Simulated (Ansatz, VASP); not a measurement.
# One calculation of Ge2Pd, two programs

```
CELL_PARAMETERS angstrom
0.00000 3.78393 3.78393
3.78393 0.00000 3.78393
3.78393 3.78393 0.00000
ATOMIC_POSITIONS crystal
Ge 0.62500 0.62500 0.62500
Ge 0.12500 0.62500 0.62500
Ge 0.62500 0.62500 0.12500
Ge 0.62500 0.12500 0.62500
Pd 0.00000 0.00000 0.00000
Pd 0.25000 0.25000 0.25000
```

Alike in both runs: functional PBE; k mesh 4 × 4 × 4; occupations gaussian, width 0.1 eV; no spin polarisation.

Ansatz relaxed the structure, and its values are those at the end. VASP's run is a single point on that final structure, the one shown.

```csv
,VASP,Ansatz
version,VASP 6.6.1,Ansatz 0.2.0
potentials or method,"VASP PAW PBE potentials, release 64 (Ge_d, Pd), cutoff 520 eV","scalar-relativistic, plane waves, PAW"
valence electrons in the cell,76,92
```

```csv
,VASP,Ansatz,Ansatz less VASP
gap on the k mesh at the Fermi level (eV),none,none,-
pressure (GPa),-0.1,-0.2,-0.01
```

A gap of «none» marks a metal or a gap that the smearing closes. VASP's potentials hold 76 valence electrons a cell and Ansatz's 92, so a difference there can come from the potentials and not from the codes.
